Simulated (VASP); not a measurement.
A run of VASP 6.6.1 is set up as follows.

File INCAR:

```
PREC = Accurate ; ENCUT = 520
EDIFF = 1E-6 ; ISMEAR = 0
SIGMA = 0.15 ; LREAL = False
LASPH = True ; NELM = 100
ALGO = Normal ; ISIF = 2
LWAVE = False ; LCHARG = False
GGA = PS ; NBANDS = 20
```

Contents of KPOINTS:

```
Automatic mesh
0
Gamma
  18 18 10
```

Contents of POSCAR:

```
Ta2C
1.0
    2.9792269260      0.0000000000      0.0000000000
   -1.4896134630      2.5800862015      0.0000000000
    0.0000000000      0.0000000000      4.9210802832
Ta C
2 1
Direct
    0.3333333333      0.6666666667      0.2528761935
    0.6666666667      0.3333333333      0.7471238065
    0.0000000000      0.0000000000      0.0000000000
```

Potentials or basis: VASP PAW PBE potentials, release 64 (Ta_pv, C).

Command:

```console
$ cat potpaw_PBE.64/Ta_pv/POTCAR potpaw_PBE.64/C/POTCAR > POTCAR
$ mpirun -np 1 vasp_std > vasp.out
```

What does it give for the band gap on the k mesh?

Zero (bands 13 and 14 overlap by 0.72 eV).

What does it give for the pressure?

26.6 GPa.

Forces on the atoms (eV/Å):
```
Ta   0.000  0.000  0.726
Ta   0.000  0.000 -0.726
C    0.000  0.000  0.000
```

Caveat: the cell differs from its parent crystal (strain -0.0375 x Voigt [1, 1, 0, 0, 0, 0]); the stress differs along the axes, from 16 to 32 GPa; the PAW data sets were made with another functional, which shifts forces and pressure a little; spin-orbit coupling is left out, which moves the levels of the heavy elements.
